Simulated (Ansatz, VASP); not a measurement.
**Two plane-wave programs on InAs**

```xyz
2
Lattice="0.0000 2.9924 2.9924 2.9924 0.0000 2.9924 2.9924 2.9924 0.0000" Properties=species:S:1:pos:R:3 pbc="T T T"
In    0.0000    0.0000    0.0000
As    4.4886    4.4886    4.4886
```

Alike in both runs: task single point; functional PBEsol; k mesh 6 × 6 × 6; occupations gaussian, width 0.1 eV; no spin polarisation.

|  | VASP | Ansatz |
| --- | --- | --- |
| version | VASP 6.6.1 | Ansatz 0.2.0 |
| potentials or method | VASP PAW PBE potentials, release 64 (In_d, As), cutoff 520 eV | scalar-relativistic, plane waves, PAW |
| valence electrons in the cell | 18 | 28 |

|  | VASP | Ansatz | Ansatz less VASP |
| --- | --- | --- | --- |
| gap on the k mesh at the Fermi level (eV) | none | none | - |
| pressure (GPa) | 3.4 | 3.3 | -0.11 |

VASP's potentials were made for PBE, not for PBEsol. A gap of «none» marks a metal or a gap that the smearing closes. VASP's potentials hold 18 valence electrons a cell and Ansatz's 28, so a difference there can come from the potentials and not from the codes.
